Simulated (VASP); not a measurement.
Write the native input for VASP 6.6.1 that does the following.

```yaml
Task: single point
Functional: PBEsol
Potentials_or_basis: VASP PAW PBE potentials, release 64 (Si, Ni)
Cutoff: 520 eV
k_mesh: 10 × 10 × 10
Occupations: gaussian, width 0.15 eV
Spin: no spin polarisation
Dipole_correction: no
Further_INCAR_settings: ALGO = Normal; EDIFF = 1e-06; NBANDS = 38
```

The structure of SiNi lies in POSCAR:

```
SiNi
1.0
    4.1105388466      0.0000000000      0.0000000000
    0.0000000000      4.1105388466      0.0000000000
    0.0000000000      0.0000000000      4.2892579269
Si Ni
4 4
Direct
    0.8464645187      0.8464645187      0.8464645187
    0.6535354813      0.1535354813      0.3464645187
    0.3464645187      0.6535354813      0.1535354813
    0.1535354813      0.3464645187      0.6535354813
    0.1489904732      0.1489904732      0.1489904732
    0.3510095268      0.8510095268      0.6489904732
    0.6489904732      0.3510095268      0.8510095268
    0.8510095268      0.6489904732      0.3510095268
```

This cell differs from its parent crystal: strain -0.080 along x and y, -0.040 along z.

One way to write it, as run:

INCAR

```
SYSTEM = SiNi
  PREC = Accurate
  ENCUT = 520
  EDIFF = 1E-6
  ISMEAR = 0
  SIGMA = 0.15
  LREAL = .False.
  LASPH = .True.
  NELM = 80
  ALGO = Normal
  ISIF = 2
  LWAVE = .False.
  LCHARG = .False.
  GGA = PS
  NBANDS = 38
```

KPOINTS

```
regular mesh
0
Gamma
  10 10 10
  0 0 0
```

Potentials or basis: VASP PAW PBE potentials, release 64 (Si, Ni).

Run with:

```sh
$ cat potpaw_PBE.64/Si/POTCAR potpaw_PBE.64/Ni/POTCAR > POTCAR
$ mpirun -np 1 vasp_std > vasp.out
```

It gave:

* Pressure: 68.4 GPa
* Largest force: 0.350 eV/Å
* Band gap on the k mesh: zero (bands 28 and 29 overlap by 1.62 eV)

Caveat: the cell differs from its parent crystal (strain -0.080 along x and y, -0.040 along z); the cell stands under pressure; the PAW data sets were made with another functional, which shifts forces and pressure a little.

Wall time 3.2 min on 1 thread of Intel(R) Xeon(R) 6975P-C (Granite Rapids) (shared host), peak memory 0.51 GiB.
